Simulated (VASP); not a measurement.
KScS2, 4 atoms in the cell. Symmetry: P4/mmm, No. 123, tetragonal system. The conventional cell has a = 4.035 Å, b = 4.035 Å, c = 5.394 Å, α = 90.00°, β = 90.00°, γ = 90.00°. K (site symmetry 4/mmm) has 6 S at 2.70 to 2.85 Å within 3.6 Å. S (site symmetry 4/mmm) has 2 K at 2.70 Å and 4 Sc at 2.85 Å within 3.6 Å. S (site symmetry 4/mmm) has 2 Sc at 2.70 Å and 4 K at 2.85 Å within 3.6 Å. Within 3.6 Å of Sc (site symmetry 4/mmm) lie 6 S at 2.70 to 2.85 Å.  This cell differs from its parent crystal: uniaxial z strain -1.3%.

| Property | Result |
| --- | --- |
| Program | VASP 6.6.1 |
| Task | single point |
| Functional | r2SCAN |
| Potentials or basis | VASP PAW PBE potentials, release 64 (K_sv, S, Sc_sv) |
| Cutoff | 520 eV |
| k mesh | 6 × 6 × 6 |
| Occupations | fermi-dirac, width 0.02 eV |
| Spin | no spin polarisation |
| Dipole correction | no |
| Further INCAR settings | ALGO = Normal; EDIFF = 1e-06; NBANDS = 24 |

Potentials or basis: VASP PAW PBE potentials, release 64 (K_sv, S, Sc_sv).

Run with:

```bash
$ cat potpaw_PBE.64/K_sv/POTCAR potpaw_PBE.64/S/POTCAR potpaw_PBE.64/Sc_sv/POTCAR > POTCAR
$ cp INCAR.step1 INCAR
$ mpirun -np 1 vasp_std > vasp.out
$ cp INCAR.step2 INCAR
$ mpirun -np 1 vasp_std > vasp.out
```

Hardware: 1 thread of AMD EPYC 7R13, on a shared host.

**Question.** How long does it take, and how much memory?

**Answer.** It took 8.4 min on 1 thread of AMD EPYC 7R13 (shared host), peak memory 0.22 GiB. Counts: k points 40.
